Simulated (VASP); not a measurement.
Crystal: TmH.

```xyz
2
Lattice="1.5602 0.9008 3.9796 -1.5602 0.9008 3.9796 0.0000 -1.8015 3.9796" Properties=species:S:1:pos:R:3 pbc="T T T"
Tm    0.0000    0.0000    0.0000
H     0.0000    0.0000    5.9695
```

The cell was generated, and may not be a known phase.

```yaml
Program: VASP 6.6.1
Task: relaxation of cell and atoms
Functional: PBE
Potentials_or_basis: VASP PAW PBE potentials, release 64 (Tm_3, H), 4f in core
Cutoff: 500 eV
k_mesh: 24 × 24 × 24
Occupations: gaussian, width 0.1 eV
Spin: no spin polarisation
```

At the start: pressure -1.4 GPa; volume 16.78 Å³/atom.

Task: How do energy, volume and symmetry change on relaxing?

Result: Over 9 steps the energy falls by 436.4 meV/atom and the volume is 14.20 Å³/atom (-15.4 %); space group R-3m (No. 166, to 0.1 Å) before, Fm-3m (No. 225, to 0.1 Å).

Step by step:
| step | energy change (eV) | largest force (eV/Å) | pressure (GPa) | volume (Å³) |
| --- | --- | --- | --- | --- |
| 1 | 0.0000 | 0.0000 | -1.39 | 33.56 |
| 2 | -0.3398 | 0.0000 | -3.74 | 32.69 |
| 3 | -0.6964 | 0.0000 | -4.38 | 31.09 |
| 4 | -0.4206 | 0.0000 | 8.55 | 26.11 |
| 5 | -0.8592 | 0.0000 | -2.68 | 29.61 |
| 6 | -0.8672 | 0.0000 | -1.87 | 29.21 |
| 7 | -0.8664 | 0.0000 | -2.13 | 29.34 |
| 8 | -0.8722 | 0.0000 | 0.69 | 28.13 |
| 9 | -0.8728 | 0.0000 | 0.00 | 28.40 |

Final structure:
```yaml
crystal:
  lattice:
    - [1.71241, 0.98866, 2.79601]
    - [-1.71241, 0.98866, 2.79601]
    - [0.00000, -1.97732, 2.79601]
  atoms:
    - { symbol: Tm, position: [0.00000, 0.00000, 0.00000] }
    - { symbol: H, position: [0.50000, 0.50000, 0.50000] }
```

Caveat: the volume moved by over 15 % at a fixed basis, so the end points are rough.
